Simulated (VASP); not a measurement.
# CsPbCl3 (Pm-3m) in VASP: single point with PBEsol

Aim: the single point of CsPbCl3 with PBEsol.

Everything below comes from runs of VASP 6.6.1. Logs are shortened: lines on timing, memory, paths and dates and some standing lists are left out, and cuts for length are marked.

## Step 1: The cell of the first run

It takes space group Pm-3m (No. 221, cubic). The conventional cell has a = 5.659 Å, b = 5.659 Å, c = 5.659 Å, α = 90.00°, β = 90.00°, γ = 90.00°. Within 3.7 Å of Cl (site symmetry 4/mmm) lie 2 Pb at 2.83 Å. Cs (site symmetry m-3m) has 12 Cl at 4.00 Å and 8 Pb at 4.90 Å within 5.3 Å. Pb (site symmetry m-3m) has 6 Cl at 2.83 Å within 3.7 Å.

## Step 2: Single point, PBEsol

The input, INCAR:

```
ALGO     = Normal         # electronic algorithm
EDIFF    = 1E-6           # SCF threshold, eV
ENCUT    = 520            # plane-wave cutoff, eV
GGA      = PS             # functional
ISIF     = 2              # what is computed and relaxed
ISMEAR   = 1              # smearing method
LASPH    = T              # aspherical terms in the spheres
LCHARG   = F              # write CHGCAR
LREAL    = F              # projectors in reciprocal space
LWAVE    = F              # write WAVECAR
NBANDS   = 30             # bands
NELM     = 100            # most SCF steps
PREC     = Accurate       # precision mode
SIGMA    = 0.0216         # smearing width, eV
```

The input, KPOINTS:

```
k-points
0
Gamma
  5 5 5
```

The input, POSCAR:

```
CsPbCl3
1.0
    5.6589730000      0.0000000000      0.0000000000
    0.0000000000      5.6589730000      0.0000000000
    0.0000000000      0.0000000000      5.6589730000
Cl Cs Pb
3 1 1
Direct
    0.0000000000      0.5000000000      0.5000000000
    0.5000000000      0.0000000000      0.5000000000
    0.5000000000      0.5000000000      0.0000000000
    0.0000000000      0.0000000000      0.0000000000
    0.5000000000      0.5000000000      0.5000000000
```

Potentials or basis: VASP PAW PBE potentials, release 64 (Cl, Cs_sv, Pb_d).

The run is started by

```console
> cat potpaw_PBE.64/Cl/POTCAR potpaw_PBE.64/Cs_sv/POTCAR potpaw_PBE.64/Pb_d/POTCAR > POTCAR
> mpirun -np 1 vasp_std > vasp.out
```

OUTCAR:

```text
EDIFF = 1E-6
   ENCUT = 520
   GGA = PS
   ISIF = 2
   ISMEAR = 1
   LASPH = T
   LREAL = F
   NELM = 100
   PREC = Accurate

 ion  position               nearest neighbor table
   1  0.000  0.500  0.500-   5 2.83   5 2.83
   2  0.500  0.000  0.500-   5 2.83   5 2.83
   3  0.500  0.500  0.000-   5 2.83   5 2.83
   4  0.000  0.000  0.000-
   5  0.500  0.500  0.500-   1 2.83   2 2.83   3 2.83   3 2.83   2 2.83   1 2.83

  LATTYP: Found a simple cubic cell.
 ALAT       =     5.6589730000

  Lattice vectors:

 A1 = (   5.6589730000,   0.0000000000,   0.0000000000)
 A2 = (   0.0000000000,   5.6589730000,   0.0000000000)
 A3 = (   0.0000000000,   0.0000000000,   5.6589730000)

Analysis of symmetry for initial positions (statically):
=====================================================================
 Subroutine PRICEL returns:
 Original cell was already a primitive cell.

 Routine SETGRP: Setting up the symmetry group for a
 simple cubic supercell.

 Subroutine GETGRP returns: Found 48 space group operations
 (whereof 48 operations were pure point group operations)
 out of a pool of 48 trial point group operations.

The static configuration has the point symmetry O_h .

Analysis of symmetry for dynamics (positions and initial velocities):
=====================================================================
 Subroutine PRICEL returns:
 Original cell was already a primitive cell.

 Routine SETGRP: Setting up the symmetry group for a
 simple cubic supercell.

 Subroutine GETGRP returns: Found 48 space group operations
 (whereof 48 operations were pure point group operations)
 out of a pool of 48 trial point group operations.

The dynamic configuration has the point symmetry O_h .

 Subroutine INISYM returns: Found 48 space group operations
 (whereof 48 operations are pure point group operations),
 and found     1 'primitive' translations

----------------------------------------------------------------------------------------

                                     Primitive cell

  volume of cell :     181.2228

  direct lattice vectors                    reciprocal lattice vectors
     5.658973000  0.000000000  0.000000000     0.176710509  0.000000000  0.000000000
     0.000000000  5.658973000  0.000000000     0.000000000  0.176710509  0.000000000
     0.000000000  0.000000000  5.658973000     0.000000000  0.000000000  0.176710509

  length of vectors
     5.658973000  5.658973000  5.658973000     0.176710509  0.176710509  0.176710509

[... 72 lines left out ...]
   LREAL  =      F    real-space projection
   EDIFFG = 0.1E-04   stopping-criterion for IOM
   NSW    =      0    number of steps for IOM
   IBRION =     -1    ionic relax: 0-MD 1-quasi-New 2-CG
   NFREE  =      0    steps in history (QN), initial steepest desc. (CG)
   ISIF   =      2    stress and relaxation
   ISYM   =      2    0-nonsym 1-usesym 2-fastsym
   POTIM  = 0.5000    time-step for ionic-motion
   TEBEG  =    0.0;   TEEND  =   0.0 temperature during run
   PSTRESS=    0.0 pullay stress
   NELECT =      44.0000    total number of electrons
   NUPDOWN=      -1.0000    fix difference up-down
   EMIN   =  10.00;   EMAX   =-10.00  energy-range for DOS
   EFERMI =   0.00;   METHOD = LEGACY
   ISMEAR =     1;   SIGMA  =   0.02  broadening in eV -4-tet -1-fermi 0-gaus
   EFERMI_NEDOS =   21; number of points for ismear=-14 and -15
   IALGO  =     38    algorithm
   IMIX   =      4    mixing-type and parameters
     AMIX     =   0.40;   BMIX     =  1.00
     AMIX_MAG =   1.60;   BMIX_MAG =  1.00
  volume/ion in A,a.u.               =      36.24       244.59
  Fermi-wavevector in a.u.,A,eV,Ry     =   1.021303  1.929984 14.191701  1.043061
  Thomas-Fermi vector in A             =   2.154921
   LORBIT       =      0    0 simple, 1 ext, 2 COOP (PROOUT), +10 PAW based schemes
   GGA     = PS    functional components
   LHFCALC =     F    Hartree Fock is set to
   AEXX    =    0.0000 exact exchange contribution
   IVDW    =     0    specifies the selected vdW correction
   LEPSILON=     F    determine dielectric tensor
   LRPA    =     F    only Hartree local field effects (RPA)
 non-spin polarized calculation
 Methfessel and Paxton  Order N= 1 SIGMA  =   0.02
  energy-cutoff  :      520.00
  volume of cell :      181.22
 maximum number of plane-waves:      4945
 NGX is ok and might be reduce to    42
   NGX = 21   NGY = 21   NGZ = 21

 number of electron      44.0000020 magnetization

 Free energy of the ion-electron system (eV)
  ---------------------------------------------------
  ext. energy  EPLUGINS =         0.00000000
  ---------------------------------------------------
  free energy    TOTEN  =       -18.38359045 eV

  energy without entropy =      -18.38367060  energy(sigma->0) =      -18.38361717

 E-fermi :   0.7906     XC(G=0):  -7.8808

 val. band max:        0.7723765482   @ k =   0.4000   0.4000   0.4000
 cond. band min:       3.6949687863   @ k =   0.4000   0.4000   0.4000
 fundamental gap:      2.9225922381
 Fermi energy:         0.7905612041

 k-point     1 :       0.0000    0.0000    0.0000
  band No.  band energies     occupation
      1     -19.8477      2.00000
      2     -15.2749      2.00000
      3     -15.2749      2.00000
      4     -15.0601      2.00000
      5     -15.0601      2.00000
      6     -15.0601      2.00000
[... 319 lines left out ...]
     29       7.1287      0.00000
     30       8.0364      0.00000

------------------------ aborting loop because EDIFF is reached ----------------------------------------

  FORCE on cell =-STRESS in cart. coord.  units (eV):
  Direction    XX          YY          ZZ          XY          YZ          ZX
  --------------------------------------------------------------------------------------
  -------------------------------------------------------------------------------------
  Total       -0.6564505     -0.6564505     -0.6564505      0.0000000     -0.0000000      0.0000000
  in kB       -5.8036298     -5.8036298     -5.8036298      0.0000000     -0.0000000      0.0000000
  external PRESSURE =      -5.8036298 kB  Pullay stress =       0.0000000 kB

 VOLUME and BASIS-vectors are now :
 -----------------------------------------------------------------------------
  energy-cutoff  :      520.00
  volume of cell :      181.22
      direct lattice vectors                 reciprocal lattice vectors
     5.658973000  0.000000000  0.000000000     0.176710509  0.000000000  0.000000000
     0.000000000  5.658973000  0.000000000     0.000000000  0.176710509  0.000000000
     0.000000000  0.000000000  5.658973000     0.000000000  0.000000000  0.176710509

 POSITION                                       TOTAL-FORCE (eV/Angst)
 -----------------------------------------------------------------------------------
      0.00000      2.82949      2.82949         0.000000      0.000000      0.000000
      2.82949      0.00000      2.82949         0.000000      0.000000      0.000000
      2.82949      2.82949      0.00000         0.000000      0.000000      0.000000
      0.00000      0.00000      0.00000         0.000000      0.000000      0.000000
      2.82949      2.82949      2.82949         0.000000      0.000000      0.000000
 -----------------------------------------------------------------------------------
    total drift:                                0.000000     -0.000000     -0.000000

  FREE ENERGIE OF THE ION-ELECTRON SYSTEM (eV)
  ---------------------------------------------------
  free  energy   TOTEN  =       -18.3835904522 eV

  energy  without entropy=      -18.3836706025  energy(sigma->0) =      -18.38361717
```

Wall time 74 s (1 thread of Intel Xeon 8259CL, shared host); peak memory 0.28 GiB.

What came out:

```yaml
Free_energy: -18.3836 eV
Pressure: -0.6 GPa
Band_gap_on_the_k_mesh: 2.92 eV
```

Levels at points of the mesh, in eV from the valence-band top:
```csv
k point,band 19,band 20,band 21,band 22,band 23,band 24,band 25,band 26
"(0.00, 0.00, 0.00)",-1.84,-1.74,-1.74,-1.74,3.94,4.99,4.99,5.88
```

Caveat: the PAW data sets were made with another functional, which shifts forces and pressure a little; spin-orbit coupling is left out, which moves the levels of the heavy elements; an odd mesh through Γ misses points on the zone boundary, where band edges can lie.
